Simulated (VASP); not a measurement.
Write the native input for VASP 6.6.1 that does the following.

```yaml
Task: single point
Functional: r2SCAN
Potentials_or_basis: VASP PAW PBE potentials, release 64 (Al)
Cutoff: 520 eV
k_mesh: 18 × 18 × 18
Occupations: gaussian, width 0.15 eV
Spin: no spin polarisation
Dipole_correction: no
Further_INCAR_settings: ALGO = Normal; EDIFF = 1e-07; NBANDS = 10
```

Al:

```
Al
1.0
     0.00000   -3.18874    0.00000
    -3.18874    0.00000    0.00000
     0.00000    0.00000   -3.18874
Al
2
Direct
  0.50000 0.50000 0.47648
  0.00000 0.00000 0.02352
```

This cell differs from its parent crystal: atoms displaced along a vibrational mode.

The input as run:

POSCAR

```
Al
1.0
    0.0000000000     -3.1887371512      0.0000000000
   -3.1887371512      0.0000000000      0.0000000000
    0.0000000000      0.0000000000     -3.1887371512
Al
2
Direct
    0.5000000000      0.5000000000      0.4764797171
    0.0000000000      0.0000000000      0.0235202829
```

INCAR.step1

```
ALGO = Normal ; EDIFF = 1E-4
ENCUT = 520 ; GGA = PE
ISMEAR = 0 ; LASPH = True
LCHARG = False ; LREAL = False
LWAVE = True ; NBANDS = 10
NELM = 80 ; PREC = Accurate
SIGMA = 0.15
```

INCAR.step2

```
ALGO = Normal ; EDIFF = 1E-7
ENCUT = 520 ; ISIF = 2
ISMEAR = 0 ; ISTART = 1
LASPH = True ; LCHARG = True
LELF = True ; LMIXTAU = True
LREAL = False ; LVHAR = True
LWAVE = False ; METAGGA = R2SCAN
NBANDS = 10 ; NELM = 80
PREC = Accurate ; SIGMA = 0.15
```

KPOINTS

```
k-points
0
Gamma
  18 18 18
```

Potentials or basis: VASP PAW PBE potentials, release 64 (Al).

Run with:

```bash
$ cat potpaw_PBE.64/Al/POTCAR > POTCAR
$ cp INCAR.step1 INCAR
$ mpirun -np 1 vasp_std > vasp.out
$ cp INCAR.step2 INCAR
$ mpirun -np 1 vasp_std > vasp.out
```

Results of the run:

```
Pressure               : 0.4 GPa
Largest force          : 0.689 eV/Å
Band gap on the k mesh : zero (bands 3 and 4 overlap by 9.42 eV)
```

Caveat: the cell differs from its parent crystal (atoms displaced along a vibrational mode); the PAW data sets were made with another functional, which shifts forces and pressure a little.

It took 4.2 min on 1 thread of Intel(R) Xeon(R) Platinum 8259CL CPU @ 2.50GHz (Skylake/Cascade Lake) (shared host), peak memory 0.25 GiB.
